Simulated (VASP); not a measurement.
# Ir (Fd-3m) in VASP: further runs

Ir is run at these levels: PBE; tasks: single point, relaxation of cell and atoms.

All numbers are computed with VASP 6.6.1; they aren't measurements. Logs are shortened: lines on timing, memory, paths and dates and some standing lists are left out, and cuts for length are marked.

### 1 The cell of the first run

Symmetry: Fd-3m, No. 227, cubic system. Conventional cell: a = 5.571 Å, b = 5.571 Å, c = 5.571 Å, α = 90.00°, β = 90.00°, γ = 90.00°. Ir (site symmetry -43m) has 4 Ir at 2.41 Å within 3.2 Å.

### 2 Single point, PBE

Contents of INCAR:

```
SYSTEM = Ir
ALGO = Normal
EDIFF = 1E-7
ENCUT = 520
GGA = PE
ISIF = 2
ISMEAR = -1
LASPH = .TRUE.
LCHARG = .FALSE.
LREAL = .FALSE.
LWAVE = .FALSE.
NBANDS = 16
NELM = 100
PREC = Accurate
SIGMA = 0.1
```

Contents of KPOINTS:

```
k-points
0
G
  13 13 13
  0 0 0
```

Contents of POSCAR:

```
Ir
1.0
    0.0000000000      2.7853012417      2.7853012417
    2.7853012417      0.0000000000      2.7853012417
    2.7853012417      2.7853012417      0.0000000000
Ir
2
Direct
    0.0000000000      0.0000000000      0.0000000000
    0.2500000000      0.2500000000      0.2500000000
```

Potentials or basis: VASP PAW PBE potentials, release 64 (Ir).

The run is started by

```sh
$ cat potpaw_PBE.64/Ir/POTCAR > POTCAR
$ mpirun -np 1 vasp_std > vasp.out
```

OUTCAR:

```text
SYSTEM = Ir
   EDIFF = 1E-7
   ENCUT = 520
   GGA = PE
   ISIF = 2
   ISMEAR = -1
   LASPH = .TRUE.
   LREAL = .FALSE.
   NELM = 100
   PREC = Accurate

 ion  position               nearest neighbor table
   1  0.000  0.000  0.000-   2 2.41   2 2.41   2 2.41   2 2.41
   2  0.250  0.250  0.250-   1 2.41   1 2.41   1 2.41   1 2.41

  LATTYP: Found a face centered cubic cell.
 ALAT       =     5.5706024834

  Lattice vectors:

 A1 = (   0.0000000000,   2.7853012417,   2.7853012417)
 A2 = (   2.7853012417,   0.0000000000,   2.7853012417)
 A3 = (   2.7853012417,   2.7853012417,   0.0000000000)

Analysis of symmetry for initial positions (statically):
=====================================================================
 Subroutine PRICEL returns:
 Original cell was already a primitive cell.

 Routine SETGRP: Setting up the symmetry group for a
 face centered cubic supercell.

 Subroutine GETGRP returns: Found 48 space group operations
 (whereof 24 operations were pure point group operations)
 out of a pool of 48 trial point group operations.

The static configuration has the point symmetry T_d .
 The point group associated with its full space group is O_h .

Analysis of symmetry for dynamics (positions and initial velocities):
=====================================================================
 Subroutine PRICEL returns:
 Original cell was already a primitive cell.

 Routine SETGRP: Setting up the symmetry group for a
 face centered cubic supercell.

 Subroutine GETGRP returns: Found 48 space group operations
 (whereof 24 operations were pure point group operations)
 out of a pool of 48 trial point group operations.

The dynamic configuration has the point symmetry T_d .
 The point group associated with its full space group is O_h .

 Subroutine INISYM returns: Found 48 space group operations
 (whereof 24 operations are pure point group operations),
 and found     1 'primitive' translations

----------------------------------------------------------------------------------------

                                     Primitive cell

  volume of cell :      43.2162

  direct lattice vectors                    reciprocal lattice vectors
     0.000000000  2.785301242  2.785301242    -0.179513796  0.179513796  0.179513796
     2.785301242  0.000000000  2.785301242     0.179513796 -0.179513796  0.179513796
     2.785301242  2.785301242  0.000000000     0.179513796  0.179513796 -0.179513796

  length of vectors
     3.939010791  3.939010791  3.939010791     0.310927016  0.310927016  0.310927016

  position of ions in fractional coordinates (direct lattice)
[... 76 lines left out ...]
   LASPH  =      T    aspherical Exc in radial PAW
   ENCUT  =  520.0 eV  38.22 Ry    6.18 a.u.   7.32  7.32  7.32*2*pi/ulx,y,z
   NELM   =    100;   NELMIN=  2; NELMDL= -5     # of ELM steps
   EDIFF  = 0.1E-06   stopping-criterion for ELM
   LREAL  =      F    real-space projection
   EDIFFG = 0.1E-05   stopping-criterion for IOM
   NSW    =      0    number of steps for IOM
   IBRION =     -1    ionic relax: 0-MD 1-quasi-New 2-CG
   NFREE  =      0    steps in history (QN), initial steepest desc. (CG)
   ISIF   =      2    stress and relaxation
   ISYM   =      2    0-nonsym 1-usesym 2-fastsym
   POTIM  = 0.5000    time-step for ionic-motion
   TEBEG  =    0.0;   TEEND  =   0.0 temperature during run
   PSTRESS=    0.0 pullay stress
   NELECT =      18.0000    total number of electrons
   NUPDOWN=      -1.0000    fix difference up-down
   EMIN   =  10.00;   EMAX   =-10.00  energy-range for DOS
   EFERMI =   0.00;   METHOD = LEGACY
   ISMEAR =    -1;   SIGMA  =   0.10  broadening in eV -4-tet -1-fermi 0-gaus
   EFERMI_NEDOS =   21; number of points for ismear=-14 and -15
   IALGO  =     38    algorithm
   IMIX   =      4    mixing-type and parameters
     AMIX     =   0.40;   BMIX     =  1.00
     AMIX_MAG =   1.60;   BMIX_MAG =  1.00
  volume/ion in A,a.u.               =      21.61       145.82
  Fermi-wavevector in a.u.,A,eV,Ry     =   1.222597  2.310374 20.337235  1.494745
  Thomas-Fermi vector in A             =   2.357739
   LORBIT       =      0    0 simple, 1 ext, 2 COOP (PROOUT), +10 PAW based schemes
   GGA     = PE    functional components
   LHFCALC =     F    Hartree Fock is set to
   AEXX    =    0.0000 exact exchange contribution
   IVDW    =     0    specifies the selected vdW correction
   LEPSILON=     F    determine dielectric tensor
   LRPA    =     F    only Hartree local field effects (RPA)
 non-spin polarized calculation
  energy-cutoff  :      520.00
  volume of cell :       43.22
 maximum number of plane-waves:      1211
 NGX is ok and might be reduce to    30
   NGX = 15   NGY = 15   NGZ = 15

 number of electron      17.9999998 magnetization

 Free energy of the ion-electron system (eV)
  ---------------------------------------------------
  ext. energy  EPLUGINS =         0.00000000
  ---------------------------------------------------
  free energy    TOTEN  =       -15.74075069 eV

  energy without entropy =      -15.66877445  energy(sigma->0) =      -15.70476257

 E-fermi :   5.1645     XC(G=0): -11.1525

 val. band max:        5.1620891967   @ k =   0.3077   0.1538   0.0000
 cond. band min:       5.1672174648   @ k =   0.3846   0.1538   0.0769
 fundamental gap:      0.0051282681
 Fermi energy:         5.1644776755

 k-point     1 :       0.0000    0.0000    0.0000
  band No.  band energies     occupation
      1      -2.7875      2.00000
      2       0.1525      2.00000
      3       0.1525      2.00000
      4       0.5356      2.00000
      5       0.5356      2.00000
      6       0.5356      2.00000
[... 433 lines left out ...]
      3       0.2102      2.00000
      4       0.3056      2.00000
      5       0.8663      2.00000
      6       1.1945      2.00000
[... 8 lines left out ...]
     15      15.0745      0.00000
     16      19.4171      0.00000

 [... further k-points ...]
[... 5 lines left out ...]
  --------------------------------------------------------------------------------------
  -------------------------------------------------------------------------------------
  Total       -0.1071463     -0.1071463     -0.1071463     -0.0000000      0.0000000      0.0000000
  in kB       -3.9722935     -3.9722935     -3.9722935     -0.0000000      0.0000000      0.0000000
  external PRESSURE =      -3.9722935 kB  Pullay stress =       0.0000000 kB

 VOLUME and BASIS-vectors are now :
 -----------------------------------------------------------------------------
  energy-cutoff  :      520.00
  volume of cell :       43.22
      direct lattice vectors                 reciprocal lattice vectors
     0.000000000  2.785301242  2.785301242    -0.179513796  0.179513796  0.179513796
     2.785301242  0.000000000  2.785301242     0.179513796 -0.179513796  0.179513796
     2.785301242  2.785301242  0.000000000     0.179513796  0.179513796 -0.179513796

 POSITION                                       TOTAL-FORCE (eV/Angst)
 -----------------------------------------------------------------------------------
      0.00000      0.00000      0.00000         0.000000      0.000000     -0.000000
      1.39265      1.39265      1.39265        -0.000000     -0.000000      0.000000
 -----------------------------------------------------------------------------------
    total drift:                                0.000000     -0.000000      0.000000

  FREE ENERGIE OF THE ION-ELECTRON SYSTEM (eV)
  ---------------------------------------------------
  free  energy   TOTEN  =       -15.7407506903 eV

  energy  without entropy=      -15.6687744512  energy(sigma->0) =      -15.70476257
```

stdout:

```text
POSCAR found type information on POSCAR Ir
 POSCAR found :  1 types and       2 ions
 scaLAPACK will be used
 LDA part: xc-table for (Slater+PW92), standard interpolation
 POSCAR, INCAR and KPOINTS ok, starting setup
 FFT: planning ... GRIDC
 FFT: planning ... GRID_SOFT
 FFT: planning ... GRID
 WAVECAR not read
 entering main loop
```

It took 26 s on 1 thread of Intel Xeon 6975P-C (Granite Rapids), shared host; peak memory 0.2 GiB.

Results:

```yaml
Free_energy: -15.7408 eV
Pressure: -0.4 GPa
Band_gap_on_the_k_mesh: zero (band 9 reaches 6.11 eV, above the bottom of band 10 at 4.54 eV)
```

Caveat: spin-orbit coupling is left out, which moves the levels of the heavy elements.

### 3 Relaxation of cell and atoms, PBE

This run uses another cell than the first one, of 18.30 Å³/atom, 0.847 times its volume.

Contents of INCAR:

```
  ALGO = Normal
  EDIFF = 1E-6
  EDIFFG = -0.03
  ENCUT = 600
  GGA = PE
  IBRION = 2
  ISIF = 3
  ISMEAR = -1
  LASPH = T
  LCHARG = F
  LREAL = F
  LWAVE = F
  NELM = 60
  NSW = 60
  PREC = Accurate
  SIGMA = 0.1
```

Contents of KPOINTS:

```
k-points
0
Gamma
  13 13 13
```

Contents of POSCAR:

```
Ir
1.0
    0.0000000000      2.6350000000      2.6350000000
    2.6350000000      0.0000000000      2.6350000000
    2.6350000000      2.6350000000      0.0000000000
Ir
2
Direct
    0.0000000000      0.0000000000      0.0000000000
    0.2500000000      0.2500000000      0.2500000000
```

Potentials or basis: VASP PAW PBE potentials, release 64 (Ir).

The run is started by

```sh
$ cat potpaw_PBE.64/Ir/POTCAR > POTCAR
$ mpirun -np 1 vasp_std > vasp.out
```

OUTCAR:

```text
EDIFF = 1E-6
   EDIFFG = -0.03
   ENCUT = 600
   GGA = PE
   IBRION = 2
   ISIF = 3
   ISMEAR = -1
   LASPH = T
   LREAL = F
   NELM = 60
   NSW = 60
   PREC = Accurate

 ion  position               nearest neighbor table
   1  0.000  0.000  0.000-   2 2.28   2 2.28   2 2.28   2 2.28
   2  0.250  0.250  0.250-   1 2.28   1 2.28   1 2.28   1 2.28

  LATTYP: Found a face centered cubic cell.
 ALAT       =     5.2700000000

  Lattice vectors:

 A1 = (   0.0000000000,   2.6350000000,   2.6350000000)
 A2 = (   2.6350000000,   0.0000000000,   2.6350000000)
 A3 = (   2.6350000000,   2.6350000000,   0.0000000000)

Analysis of symmetry for initial positions (statically):
=====================================================================
[... 178 lines left out ...]

  FORCE on cell =-STRESS in cart. coord.  units (eV):
  Direction    XX          YY          ZZ          XY          YZ          ZX
  --------------------------------------------------------------------------------------
  -------------------------------------------------------------------------------------
  Total       10.0590221     10.0590221     10.0590221      0.0000000     -0.0000000      0.0000000
  in kB      440.4478450    440.4478450    440.4478450      0.0000000     -0.0000000      0.0000000
  external PRESSURE =     440.4478450 kB  Pullay stress =       0.0000000 kB
[... 917 lines left out ...]
--------------------------------------- Ionic step        5  -------------------------------------------

 number of electron      17.9999998 magnetization

 Free energy of the ion-electron system (eV)
  ---------------------------------------------------
  ext. energy  EPLUGINS =         0.00000000
  ---------------------------------------------------
  free energy    TOTEN  =       -15.74035347 eV

  energy without entropy =      -15.66865707  energy(sigma->0) =      -15.70450527

 E-fermi :   5.1916     XC(G=0): -11.1647

 val. band max:        5.1902597058   @ k =   0.3077   0.1538   0.0000
 cond. band min:       5.1921566100   @ k =  -0.3846   0.3077   0.1538
 fundamental gap:      0.0018969042
 Fermi energy:         5.1915799543
[... 413 lines left out ...]
  FREE ENERGIE OF THE ION-ELECTRON SYSTEM (eV)
  ---------------------------------------------------
  free  energy   TOTEN  =       -15.7403534709 eV

  energy  without entropy=      -15.6686570749  energy(sigma->0) =      -15.70450527

 reached required accuracy - stopping structural energy minimisation
```

It took 78 s on 1 thread of Intel Xeon 6975P-C (Granite Rapids), shared host; peak memory 0.2 GiB.

What came out:

```
Free energy                            : -15.7404 eV
Relaxed volume                         : 21.56 Å³/atom
Relaxed cell                           : a = 3.936 Å, b = 3.936 Å, c = 3.936 Å, α = 60.00°, β = 60.00°, γ = 60.00°
Space group after relaxing (to 0.05 Å) : Fd-3m (No. 227)
Energy gained by relaxing              : 384.2 meV/atom
Ionic steps                            : 5
Pressure after relaxing                : 0.0 GPa
Band gap on the k mesh                 : zero (band 9 reaches 6.14 eV, above the bottom of band 10 at 4.56 eV)
```

The path:
```tsv
step	energy change (eV)	largest force (eV/Å)	pressure (GPa)	volume (Å³)
1	0.0000	0.0000	44.04	36.59
2	2.7408	0.0000	-24.36	70.21
3	-0.7402	0.0000	-5.72	44.64
4	-0.7668	0.0000	-1.43	43.48
5	-0.7684	0.0000	0.03	43.12
```

Final structure:
```yaml
crystal:
  lattice:
    - [0.00000, 2.78319, 2.78319]
    - [2.78319, 0.00000, 2.78319]
    - [2.78319, 2.78319, 0.00000]
  atoms:
    - { symbol: Ir, position: [0.00000, 0.00000, 0.00000] }
    - { symbol: Ir, position: [0.25000, 0.25000, 0.25000] }
```

Caveat: the volume moved by over 15 % at a fixed basis, so the end points are rough; spin-orbit coupling is left out, which moves the levels of the heavy elements.

[end of part 1 of 2]
